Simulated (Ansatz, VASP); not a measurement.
## Two plane-wave programs on GaN

File INCAR:

```
SYSTEM = GaN
PREC = Accurate ; ENCUT = 520
EDIFF = 1E-6 ; ISMEAR = 0
SIGMA = 0.01 ; LREAL = .FALSE.
LASPH = .TRUE. ; NELM = 60
ALGO = Normal ; ISIF = 2
LWAVE = .FALSE. ; LCHARG = .TRUE.
GGA = PS ; LELF = .TRUE.
LVHAR = .TRUE. ; NBANDS = 16
```

KPOINTS

```
regular mesh
0
G
  7 7 7
  0 0 0
```

File POSCAR:

```
GaN
1.0
    0.0000000000      2.2383759891      2.2383759891
    2.2383759891      0.0000000000      2.2383759891
    2.2383759891      2.2383759891      0.0000000000
Ga N
1 1
Direct
    0.0000000000      0.0000000000      0.0000000000
    0.7500000000      0.7500000000      0.7500000000
```

Input for Ansatz:

```yaml
crystal:
  lattice:
    - [0.0, 2.238375989118599, 2.238375989118599]
    - [2.238375989118599, 0.0, 2.238375989118599]
    - [2.238375989118599, 2.238375989118599, 0.0]
  atoms:
    - { symbol: Ga, position: [0.0, 0.0, 0.0] }
    - { symbol: "N", position: [0.75, 0.75, 0.75] }
basis:
  ecutwfc: 500.0
kpoints:
  mp_grid:
    grid: [7, 7, 7]
hamiltonian:
  xc: pbesol
scf:
  occupations:
    method: fixed
output:
  stress: true
```

Alike in both runs: task single point; functional PBEsol; k mesh 7 × 7 × 7; no spin polarisation.

|  | VASP | Ansatz |
| --- | --- | --- |
| version | VASP 6.6.1 | Ansatz 0.2.0 |
| potentials or method | VASP PAW PBE potentials, release 64 (Ga_d, N), cutoff 520 eV | plane waves, PAW |
| occupations | gaussian, width 0.01 eV | fixed |
| valence electrons in the cell | 18 | 18 |

Ansatz gave:

- pressure (GPa): 2.7

Problem. Estimate VASP's values.

Solution. Pressure (GPa): 2.5.

VASP's potentials were made for PBE, not for PBEsol.
